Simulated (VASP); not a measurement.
Wanted: the native input for a VASP 6.6.1 run.

| Property | Result |
| --- | --- |
| Task | single point |
| Functional | PBEsol |
| Potentials or basis | VASP PAW PBE potentials, release 64 (Sc_sv, Al) |
| Cutoff | 520 eV |
| k mesh | 12 × 12 × 12 |
| Occupations | gaussian, width 0.15 eV |
| Spin | no spin polarisation |
| Dipole correction | no |
| Further INCAR settings | ALGO = Fast; EDIFF = 1e-06; NBANDS = 26 |

The structure of Sc3Al lies in POSCAR:

```
Sc3Al
1.0
    4.3747949987      0.0000000000      0.0000000000
    0.0000000000      4.3747949987      0.0000000000
    0.0000000000      0.0000000000      4.2435511487
Sc Al
3 1
Direct
    0.5000000000      0.0000000000      0.5000000000
    0.0000000000      0.5000000000      0.5000000000
    0.5000000000      0.5000000000      0.0000000000
    0.0000000000      0.0000000000      0.0000000000
```

This cell differs from its parent crystal: strain +0.000 along x and y, -0.030 along z.

These files were run (other wordings do the same):

INCAR

```
SYSTEM = Sc3Al
  ALGO = Fast
  EDIFF = 1E-6
  ENCUT = 520
  GGA = PS
  ISIF = 2
  ISMEAR = 0
  LASPH = .True.
  LCHARG = .False.
  LREAL = .False.
  LWAVE = .False.
  NBANDS = 26
  NELM = 100
  PREC = Accurate
  SIGMA = 0.15
```

KPOINTS

```
k-points
0
Gamma
  12 12 12
  0 0 0
```

Potentials or basis: VASP PAW PBE potentials, release 64 (Sc_sv, Al).

The run is started by

```bash
$ cat potpaw_PBE.64/Sc_sv/POTCAR potpaw_PBE.64/Al/POTCAR > POTCAR
$ mpirun -np 1 vasp_std > vasp.out
```

Results of the run:

```yaml
Pressure: 2.3 GPa
Band_gap_on_the_k_mesh: zero (bands 18 and 19 overlap by 1.43 eV)
```

Caveat: the cell differs from its parent crystal (strain +0.000 along x and y, -0.030 along z); the PAW data sets were made with another functional, which shifts forces and pressure a little.

Wall time 6.1 min on 1 thread of AMD EPYC 7R13 Processor (Zen 3), with other jobs on the host, peak memory 0.42 GiB.
